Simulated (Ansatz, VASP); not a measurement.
## Sb: VASP beside Ansatz

INCAR

```
PREC     = Accurate       # precision mode
ENCUT    = 520            # plane-wave cutoff, eV
EDIFF    = 1E-6           # SCF threshold, eV
ISMEAR   = -1             # smearing method
SIGMA    = 0.1            # smearing width, eV
LREAL    = F              # projectors in reciprocal space
LASPH    = T              # aspherical terms in the spheres
NELM     = 60             # most SCF steps
ALGO     = Normal         # electronic algorithm
ISIF     = 2              # what is computed and relaxed
LWAVE    = F              # write WAVECAR
LCHARG   = F              # write CHGCAR
NBANDS   = 8              # bands
```

KPOINTS

```
Automatic mesh
0
Gamma
  13 13 13
```

POSCAR

```
Sb
1.0
    0.0000000000      2.2783188172      2.2783188172
    2.2783188172      0.0000000000      2.2783188172
    2.2783188172      2.2783188172      0.0000000000
Sb
1
Direct
    0.0000000000      0.0000000000      0.0000000000
```

Input for Ansatz:

```yaml
crystal:
  lattice:
    - [0.0, 2.2783188172, 2.2783188172]
    - [2.2783188172, 0.0, 2.2783188172]
    - [2.2783188172, 2.2783188172, 0.0]
  atoms:
    - { symbol: Sb, position: [0.0, 0.0, 0.0] }
hamiltonian:
  xc: lda
  pseudopotentials:
    kind: paw
    azcp:
      Sb: "pseudopotentials/Sb.paw.azcp"
basis:
  ecutwfc: 420
  fft_grid_basis: typed
kpoints:
  mp_grid: { grid: [13, 13, 13], shift: [0, 0, 0] }
magnetization:
  spin_polarized: false
scf:
  occupations: { method: fermi_dirac, width: 0.1 }
  lower_state_search: "off"
output:
  stress: true
  write_density: true
  write_potential: true
  elf: true
  volumetric_format: npy
```

Alike in both runs: task single point; functional LDA; k mesh 13 × 13 × 13; occupations fermi-dirac, width 0.1 eV; no spin polarisation.

|  | VASP | Ansatz |
| --- | --- | --- |
| version | VASP 6.6.1 | Ansatz 0.2.0 |
| potentials or method | VASP PAW LDA potentials, release 64 (Sb), cutoff 520 eV | plane waves (420 eV) with PAW, scalar-relativistic |
| valence electrons in the cell | 5 | 15 |

Ansatz gave:

- pressure (GPa): 7.0

Task: What did VASP give for the same quantities?

Result: Pressure (GPa): 7.3.

Ansatz warns that its potentials were made for another functional, while VASP's fit it. LDA's correlation is that of Perdew and Zunger in VASP and of Perdew and Wang (1992) in Ansatz. VASP's potentials hold 5 valence electrons a cell and Ansatz's 15, so a difference there can come from the potentials and not from the codes.

Neither program's run includes spin-orbit coupling.
